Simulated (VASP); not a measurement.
Here is a VASP 6.6.1 calculation.

POSCAR

```
Ta4C3
1.0
    4.4686060689      0.0000000000      0.0000000000
    0.0000000000      4.4686060689      0.0000000000
    0.0000000000      0.0000000000      4.4686060689
Ta C
4 3
Direct
    0.0000000000      0.5000000000      0.5000000000
    0.5000000000      0.0000000000      0.5000000000
    0.5000000000      0.5000000000      0.0000000000
    0.0000000000      0.0000000000      0.0000000000
    0.5000000000      0.0000000000      0.0000000000
    0.0000000000      0.5000000000      0.0000000000
    0.0000000000      0.0000000000      0.5000000000
```

File INCAR.step1:

```
SYSTEM = Ta4C3
PREC = Accurate ; ENCUT = 520
ISMEAR = 0 ; SIGMA = 0.1
LREAL = .False. ; LASPH = .True.
NELM = 80 ; NBANDS = 37
GGA = PE ; ALGO = Normal
EDIFF = 1E-4 ; LWAVE = .True.
LCHARG = .False.
```

File INCAR.step2:

```
SYSTEM = Ta4C3
PREC = Accurate ; ENCUT = 520
EDIFF = 1E-7 ; ISMEAR = 0
SIGMA = 0.1 ; LREAL = .False.
LASPH = .True. ; NELM = 80
ALGO = Normal ; ISIF = 2
LWAVE = .False. ; LCHARG = .False.
METAGGA = R2SCAN ; LMIXTAU = .True.
NBANDS = 37 ; ISTART = 1
```

The input KPOINTS:

```
regular mesh
0
Gamma
  8 8 8
  0 0 0
```

Potentials or basis: VASP PAW PBE potentials, release 64 (Ta_pv, C).

The run is started by

```bash
$ cat potpaw_PBE.64/Ta_pv/POTCAR potpaw_PBE.64/C/POTCAR > POTCAR
$ cp INCAR.step1 INCAR
$ mpirun -np 1 vasp_std > vasp.out
$ cp INCAR.step2 INCAR
$ mpirun -np 1 vasp_std > vasp.out
```

Q: What does it give for the band gap on the k mesh?

A: Zero (band 28 reaches 7.22 eV, above the bottom of band 29 at 6.31 eV).

Q: Estimate the pressure.

A: -7.6 GPa.

Caveat: the PAW data sets were made with another functional, which shifts forces and pressure a little; spin-orbit coupling is left out, which moves the levels of the heavy elements.
